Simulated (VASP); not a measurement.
# Al (Im-3m) in VASP: a series of runs

Al is run at these levels: PBE; tasks: relaxation of cell and atoms.

Program: VASP 6.6.1. These are calculated values, not measurements. Logs are shortened: lines on timing, memory, paths and dates and some standing lists are left out, and cuts for length are marked.

**1. The cell of the first run**

Symmetry: Im-3m, No. 229, cubic system. Conventional cell: a = 2.536 Å, b = 2.536 Å, c = 2.536 Å, α = 90.00°, β = 90.00°, γ = 90.00°. Al (site symmetry m-3m) has 14 Al at 2.20 to 2.54 Å within 2.9 Å.

This isn't the form of Al at room conditions, which is fcc.

**2. Relaxation of cell and atoms, PBE, target pressure 230 GPa, at which the enthalpy is minimised**

INCAR

```
SYSTEM = Al
PREC = Accurate
ENCUT = 600
EDIFF = 1E-6
ISMEAR = -1
SIGMA = 0.08
LREAL = .FALSE.
LASPH = .TRUE.
NELM = 80
ALGO = Normal
ISIF = 3
LWAVE = .FALSE.
LCHARG = .FALSE.
GGA = PE
IBRION = 2
NSW = 32
EDIFFG = -0.005
PSTRESS = 2300.0
```

KPOINTS

```
Automatic mesh
0
G
  21 21 21
  0 0 0
```

POSCAR

```
Al
1.0
   -1.2677516308      1.2677516308      1.2677516308
    1.2677516308     -1.2677516308      1.2677516308
    1.2677516308      1.2677516308     -1.2677516308
Al
1
Direct
    0.0000000000      0.0000000000      0.0000000000
```

Potentials or basis: VASP PAW PBE potentials, release 64 (Al).

Command:

```console
$ cat potpaw_PBE.64/Al/POTCAR > POTCAR
$ mpirun -np 1 vasp_std > vasp.out
```

OUTCAR:

```text
SYSTEM = Al
   PREC = Accurate
   ENCUT = 600
   EDIFF = 1E-6
   ISMEAR = -1
   LREAL = .FALSE.
   LASPH = .TRUE.
   NELM = 80
   ISIF = 3
   GGA = PE
   IBRION = 2
   NSW = 32
   EDIFFG = -0.005
   PSTRESS = 2300.0

 ion  position               nearest neighbor table
   1  0.000  0.000  0.000-

  LATTYP: Found a body centered cubic cell.
 ALAT       =     2.5355032616

  Lattice vectors:

 A1 = (  -1.2677516308,   1.2677516308,   1.2677516308)
 A2 = (   1.2677516308,  -1.2677516308,   1.2677516308)
 A3 = (   1.2677516308,   1.2677516308,  -1.2677516308)

Analysis of symmetry for initial positions (statically):
=====================================================================
 Subroutine PRICEL returns:
 Original cell was already a primitive cell.

 Routine SETGRP: Setting up the symmetry group for a
 body centered cubic supercell.

 Subroutine GETGRP returns: Found 48 space group operations
 (whereof 48 operations were pure point group operations)
 out of a pool of 48 trial point group operations.

The static configuration has the point symmetry O_h .

Analysis of symmetry for dynamics (positions and initial velocities):
=====================================================================
 Subroutine PRICEL returns:
 Original cell was already a primitive cell.

 Routine SETGRP: Setting up the symmetry group for a
 body centered cubic supercell.

 Subroutine GETGRP returns: Found 48 space group operations
 (whereof 48 operations were pure point group operations)
 out of a pool of 48 trial point group operations.

The dynamic configuration has the point symmetry O_h .

 Subroutine INISYM returns: Found 48 space group operations
 (whereof 48 operations are pure point group operations),
 and found     1 'primitive' translations

----------------------------------------------------------------------------------------

                                     Primitive cell

  volume of cell :       8.1501

  direct lattice vectors                    reciprocal lattice vectors
    -1.267751631  1.267751631  1.267751631     0.000000000  0.394399019  0.394399019
     1.267751631 -1.267751631  1.267751631     0.394399019  0.000000000  0.394399019
     1.267751631  1.267751631 -1.267751631     0.394399019  0.394399019  0.000000000

  length of vectors
     2.195810236  2.195810236  2.195810236     0.557764442  0.557764442  0.557764442

  position of ions in fractional coordinates (direct lattice)
     0.000000000  0.000000000  0.000000000

  ion indices of the primitive-cell ions
   primitive index   ion index
                 1           1

----------------------------------------------------------------------------------------

 KPOINTS: Automatic mesh

Automatic generation of k-mesh.
 Grid dimensions read from file:
 generate k-points for:   21   21   21

 Generating k-lattice:

  Cartesian coordinates                     Fractional coordinates (reciprocal lattice)
     0.000000000  0.018780906  0.018780906     0.047619048  0.000000000  0.000000000
     0.018780906  0.000000000  0.018780906     0.000000000  0.047619048  0.000000000
     0.018780906  0.018780906  0.000000000     0.000000000  0.000000000  0.047619048

  Length of vectors
     0.026560212  0.026560212  0.026560212

  Shift w.r.t. Gamma in fractional coordinates (k-lattice)
     0.000000000  0.000000000  0.000000000

 Subroutine IBZKPT returns following result:
 ===========================================

 Found    286 irreducible k-points:

 Following reciprocal coordinates:
            Coordinates               Weight
  0.000000  0.000000  0.000000      1.000000
  0.047619  0.000000  0.000000     12.000000
  0.095238  0.000000  0.000000     12.000000
  0.142857  0.000000  0.000000     12.000000
  0.190476  0.000000  0.000000     12.000000
  0.238095  0.000000  0.000000     12.000000
[... 16 lines left out ...]
  0.142857  0.095238  0.000000     48.000000
  0.190476  0.095238  0.000000     48.000000
 [... further k-points ...]
   k-points           NKPTS =    286   k-points in BZ     NKDIM =    286   number of bands    NBANDS=      5
   number of dos      NEDOS =    301   number of ions     NIONS =      1
   total plane-waves  NPLWV =   5832
   dimension x,y,z NGX =    18 NGY =   18 NGZ =   18
   dimension x,y,z NGXF=    36 NGYF=   36 NGZF=   36
   ions per type =               1
   NGX,Y,Z   is equivalent  to a cutoff of  13.63, 13.63, 13.63 a.u.
   NGXF,Y,Z  is equivalent  to a cutoff of  27.26, 27.26, 27.26 a.u.
 SYSTEM =  Al
   PREC   = accura    normal or accurate (medium, high low for compatibility)
   ISTART =      0    job   : 0-new  1-cont  2-samecut
   ICHARG =      2    charge: 1-file 2-atom 10-const
   ISPIN  =      1    spin polarized calculation?
   LNONCOLLINEAR =      F non collinear calculations
   LSORBIT =      F    spin-orbit coupling
   LASPH  =      T    aspherical Exc in radial PAW
   ENCUT  =  600.0 eV  44.10 Ry    6.64 a.u.   4.39  4.39  4.39*2*pi/ulx,y,z
   NELM   =     80;   NELMIN=  2; NELMDL= -5     # of ELM steps
   EDIFF  = 0.1E-05   stopping-criterion for ELM
   LREAL  =      F    real-space projection
   EDIFFG = -.5E-02   stopping-criterion for IOM
   NSW    =     32    number of steps for IOM
   IBRION =      2    ionic relax: 0-MD 1-quasi-New 2-CG
   NFREE  =      1    steps in history (QN), initial steepest desc. (CG)
   ISIF   =      3    stress and relaxation
   ISYM   =      2    0-nonsym 1-usesym 2-fastsym
   POTIM  = 0.5000    time-step for ionic-motion
   TEBEG  =    0.0;   TEEND  =   0.0 temperature during run
   PSTRESS= 2300.0 pullay stress
   NELECT =       3.0000    total number of electrons
   NUPDOWN=      -1.0000    fix difference up-down
   EMIN   =  10.00;   EMAX   =-10.00  energy-range for DOS
   EFERMI =   0.00;   METHOD = LEGACY
   ISMEAR =    -1;   SIGMA  =   0.08  broadening in eV -4-tet -1-fermi 0-gaus
   EFERMI_NEDOS =   21; number of points for ismear=-14 and -15
   IALGO  =     38    algorithm
   IMIX   =      4    mixing-type and parameters
     AMIX     =   0.40;   BMIX     =  1.00
     AMIX_MAG =   1.60;   BMIX_MAG =  1.00
  volume/ion in A,a.u.               =       8.15        55.00
  Fermi-wavevector in a.u.,A,eV,Ry     =   1.173260  2.217141 18.728963  1.376540
  Thomas-Fermi vector in A             =   2.309676
   LORBIT       =      0    0 simple, 1 ext, 2 COOP (PROOUT), +10 PAW based schemes
   GGA     = PE    functional components
   LHFCALC =     F    Hartree Fock is set to
   AEXX    =    0.0000 exact exchange contribution
   IVDW    =     0    specifies the selected vdW correction
   LEPSILON=     F    determine dielectric tensor
   LRPA    =     F    only Hartree local field effects (RPA)
 conjugate gradient relaxation of ions
 non-spin polarized calculation
  energy-cutoff  :      600.00
  volume of cell :        8.15
 maximum number of plane-waves:       281
 NGX is ok and might be reduce to    18
   NGX =  9   NGY =  9   NGZ =  9

--------------------------------------- Ionic step        1  -------------------------------------------

 number of electron       3.0000000 magnetization

 Free energy of the ion-electron system (eV)
  ---------------------------------------------------
  ext. energy  EPLUGINS =         0.00000000
  ---------------------------------------------------
  free energy    TOTEN  =        -0.26114974 eV

  energy without entropy =       -0.25589284  energy(sigma->0) =       -0.25852129

------------------------ aborting loop because EDIFF is reached ----------------------------------------

  FORCE on cell =-STRESS in cart. coord.  units (eV):
  Direction    XX          YY          ZZ          XY          YZ          ZX
  --------------------------------------------------------------------------------------
  -------------------------------------------------------------------------------------
  Total       11.7641569     11.7641569     11.7641569      0.0000000     -0.0000000      0.0000000
  in kB     2312.6444291   2312.6444291   2312.6444291      0.0000000     -0.0000000      0.0000000
  external PRESSURE =      12.6444291 kB  Pullay stress =    2300.0000000 kB
[... 59 lines left out ...]
  enthalpy is  TOTEN    =        11.4397980562 eV   P V=       11.8090883510

--------------------------------------- Ionic step        3  -------------------------------------------

 number of electron       3.0000000 magnetization

 Free energy of the ion-electron system (eV)
  ---------------------------------------------------
  ext. energy  EPLUGINS =         0.00000000
  ---------------------------------------------------
  free energy    TOTEN  =        -0.28009699 eV

  energy without entropy =       -0.27483835  energy(sigma->0) =       -0.27746767

 E-fermi :  17.5793     XC(G=0): -13.0783

 val. band max:       17.5642731171   @ k =  -0.3333   0.4762   0.1905
 cond. band min:      17.6055025711   @ k =   0.2857   0.1429   0.0476
 fundamental gap:      0.0412294541
 Fermi energy:        17.5793225262

 k-point     1 :       0.0000    0.0000    0.0000
  band No.  band energies     occupation
      1       0.8883      2.00000
      2      36.1674      0.00000
      3      36.1674      0.00000
      4      36.1674      0.00000
      5      40.6420      0.00000

 k-point     2 :       0.0476    0.0000    0.0000
  band No.  band energies     occupation
      1       0.9919      2.00000
      2      35.3536      0.00000
      3      35.6544      0.00000
      4      36.0728      0.00000
      5      39.4813      0.00000
[... 169 lines left out ...]
 k-point    24 :       0.1905    0.0952    0.0000
  band No.  band energies     occupation
      1       3.7312      2.00000
      2      24.5960      0.00000
      3      28.3991      0.00000
      4      34.1065      0.00000
      5      36.6492      0.00000

 [... further k-points ...]

------------------------ aborting loop because EDIFF is reached ----------------------------------------

  FORCE on cell =-STRESS in cart. coord.  units (eV):
  Direction    XX          YY          ZZ          XY          YZ          ZX
  --------------------------------------------------------------------------------------
  -------------------------------------------------------------------------------------
  Total       11.7193582     11.7193582     11.7193582     -0.0000000      0.0000000      0.0000000
  in kB     2300.1228906   2300.1228906   2300.1228906     -0.0000000      0.0000000      0.0000000
  external PRESSURE =       0.1228906 kB  Pullay stress =    2300.0000000 kB
[... 16 lines left out ...]
  FREE ENERGIE OF THE ION-ELECTRON SYSTEM (eV)
  ---------------------------------------------------
  free  energy   TOTEN  =        -0.2800969914 eV

  energy  without entropy=       -0.2748383481  energy(sigma->0) =       -0.27746767

  enthalpy is  TOTEN    =        11.4386350407 eV   P V=       11.7187320321

 reached required accuracy - stopping structural energy minimisation
```

Wall time 29 s (1 thread of Intel Xeon 8259CL, shared host); peak memory 0.13 GiB.

What came out:

| Item | Value |
| --- | --- |
| Free energy | -0.2801 eV |
| Relaxed volume | 8.16 Å³/atom |
| Relaxed cell | a = 2.197 Å, b = 2.197 Å, c = 2.197 Å, α = 109.47°, β = 109.47°, γ = 109.47° |
| Space group after relaxing (to 0.1 Å) | Im-3m (No. 229) |
| Energy change on relaxing (the run minimises the enthalpy) | -18.9 meV/atom |
| Ionic steps | 3 |
| Pressure after relaxing | 230.0 GPa |
| Band gap on the k mesh | zero (an odd number of electrons rules out a gap without spin polarisation) |

The path:
| step | energy change (eV) | largest force (eV/Å) | pressure (GPa) | volume (Å³) |
| --- | --- | --- | --- | --- |
| 1 | 0.0000 | 0.0000 | 231.26 | 8.15 |
| 2 | -0.1081 | 0.0000 | 224.14 | 8.23 |
| 3 | -0.0189 | 0.0000 | 230.01 | 8.16 |

Final structure:
```
Al
1.0
    -1.26843    1.26843    1.26843
     1.26843   -1.26843    1.26843
     1.26843    1.26843   -1.26843
Al
1
Direct
  0.00000 0.00000 0.00000
```

Caveat: the cell is relaxed towards a set pressure, so the run minimises the enthalpy, not the energy.

(Continued in part 2 of 2.)
